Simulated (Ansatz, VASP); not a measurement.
## As: VASP beside Ansatz

```xyz
2
Lattice="3.5550 0.0000 0.0000 -1.7775 3.0787 0.0000 0.0000 0.0000 28.0000" Properties=species:S:1:pos:R:3 pbc="T T T"
As    0.0000    2.0525   14.5960
As    1.7775    1.0262   13.4040
```

Alike in both runs: task single point; functional PBE; k mesh 9 × 9 × 1; occupations gaussian, width 0.02 eV; no spin polarisation.

|  | VASP | Ansatz |
| --- | --- | --- |
| version | VASP 6.6.1 | Ansatz 0.2.0 |
| potentials or method | VASP PAW PBE potentials, release 64 (As_d), cutoff 520 eV | scalar-relativistic, plane waves, PAW |
| valence electrons in the cell | 30 | 30 |

Ansatz gave:

| Property | Result |
| --- | --- |
| gap on the k mesh at the Fermi level (eV) | 1.42 |
| least direct gap on the mesh (eV) | 1.56 |
| rms of the force components (eV/Å) | 1.741 |

Question: Which values does VASP return?

Answer: gap on the k mesh at the Fermi level (eV): 1.39; least direct gap on the mesh (eV): 1.53; rms of the force components (eV/Å): 1.758.

Atom by atom the forces differ by 0.017 eV/Å (rms over components).
